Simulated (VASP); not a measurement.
Input of a VASP 6.6.1 run:

File INCAR:

```
ALGO = Normal ; EDIFF = 1E-6
ENCUT = 520 ; GGA = PE
ISIF = 2 ; ISMEAR = -1
LASPH = True ; LCHARG = False
LREAL = False ; LWAVE = False
NBANDS = 15 ; NELM = 80
PREC = Accurate ; SIGMA = 0.02
```

The input KPOINTS:

```
k-points
0
Gamma
  9 9 9
```

POSCAR

```
TaN
1.0
    0.0000000000      2.1934308841      2.1934308841
    2.1934308841      0.0000000000      2.1934308841
    2.1934308841      2.1934308841      0.0000000000
Ta N
1 1
Direct
    0.5000000000      0.5000000000      0.5000000000
    0.0000000000      0.0000000000      0.0000000000
```

Potentials or basis: VASP PAW PBE potentials, release 64 (Ta_pv, N).

Run with:

```bash
$ cat potpaw_PBE.64/Ta_pv/POTCAR potpaw_PBE.64/N/POTCAR > POTCAR
$ mpirun -np 1 vasp_std > vasp.out
```

Problem. Estimate the band gap on the k mesh.

Solution. Zero (band 8 reaches 11.20 eV, above the bottom of band 9 at 7.50 eV).

Problem. What does it give for the pressure?

Solution. 7.9 GPa.

Caveat: spin-orbit coupling is left out, which moves the levels of the heavy elements.
